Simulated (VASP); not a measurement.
**V: single point with LDA**

V:

```
V
1.0
    -1.51300    1.51300    1.51300
     1.51300   -1.51300    1.51300
     1.51300    1.51300   -1.51300
V
1
Direct
  0.00000 0.00000 0.00000
```

```yaml
Program: VASP 6.6.1
Task: single point
Functional: LDA
Potentials_or_basis: VASP PAW LDA potentials, release 64 (V_sv)
Cutoff: 500 eV
k_mesh: 3 × 3 × 3
Occupations: gaussian, width 0.0063 eV
Spin: collinear spin, ferromagnetic start
Starting_moments: "[0.51] μB"
```

```
Pressure                                              : -18.0 GPa
Net moment                                            : 0.48 μB per cell
Site moments                                          : V +0.33 μB
Valence electrons inside the program's atomic spheres : V 11.61
```

Levels at points of the mesh, in eV from the Fermi level:
Spin up:
| k point | band 2 | band 3 | band 4 | band 5 | band 6 | band 7 | band 8 | band 9 | band 10 | band 11 |
| --- | --- | --- | --- | --- | --- | --- | --- | --- | --- | --- |
| (0.00, 0.00, 0.00) | -37.14 | -37.14 | -37.14 | -6.79 | 0.00 | 0.00 | 0.00 | 1.93 | 1.93 | 20.00 |
Spin down:
```csv
k point,band 4,band 5,band 6,band 7,band 8,band 9
"(0.00, 0.00, 0.00)",-36.90,-6.42,0.27,0.27,0.27,2.18
```

Wall time 3.2 s on 1 thread of AMD EPYC 7R13, with other jobs on the host, peak memory 0.12 GiB.

Caveat: the k points lie up to 0.98 Å⁻¹ apart.
